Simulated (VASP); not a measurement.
Crystal: Sn.

```
Sn
1.0
    -2.94828    2.95040    1.58882
     2.95040   -2.94828    1.58882
     2.94605    2.94605   -1.58493
Sn
2
Direct
  0.00003 0.99997 0.00000
  0.74997 0.25003 0.50000
```

Base run:

```yaml
Program: VASP 6.6.1
Functional: r2SCAN
Potentials_or_basis: VASP PAW PBE potentials, release 64 (Sn_d)
Cutoff: 520 eV
k_mesh: 11 × 11 × 8
Occupations: gaussian, width 0.6 eV
Spin: no spin polarisation
```

Its results: band gap on the k mesh zero (bands 14 and 15 overlap by 3.86 eV); pressure 0.2 GPa.

**Question.** The run is repeated on the same cell with these changes: occupations from gaussian, width 0.6 eV to gaussian, width 1 eV. What comes out?

**Answer.** Band gap on the k mesh zero (bands 14 and 15 overlap by 3.86 eV); pressure 0.8 GPa.

Caveats: so wide a smearing shifts energies and pressures; the PAW data sets were made with another functional, which shifts forces and pressure a little; spin-orbit coupling is left out, which moves the levels of the heavy elements.
